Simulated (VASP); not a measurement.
Crystal: GaN.

```
Ga N
1.0
     3.11508    0.00000    0.00000
    -1.55754    2.69774    0.00000
     0.00000    0.00000    5.06054
Ga N
2 2
Direct
  0.66667 0.33333 0.50000
  0.33333 0.66667 0.00000
  0.66667 0.33333 0.87500
  0.33333 0.66667 0.37500
```

Base run:

- Program: VASP 6.6.1
- Functional: PBEsol
- Dispersion: D3(BJ)
- Potentials or basis: VASP PAW PBE potentials, release 64 (Ga_d, N)
- Cutoff: 520 eV
- k mesh: 10 × 10 × 5
- Occupations: fermi-dirac, width 0.05 eV
- Spin: no spin polarisation

Its results: band gap on the k mesh 2.34 eV, direct; pressure 10.8 GPa; largest force 0.148 eV/Å.

Q: The run is repeated on the same cell with these changes: functional from PBEsol to r2SCAN. What comes out?

A: Band gap on the k mesh 2.81 eV, direct; pressure 14.7 GPa; largest force 0.164 eV/Å.

r2SCAN gives the wider gap, since meta-GGAs in the generalised Kohn-Sham scheme recover part of the derivative discontinuity.

Caveats: the PAW data sets were made with another functional, which shifts forces and pressure a little.

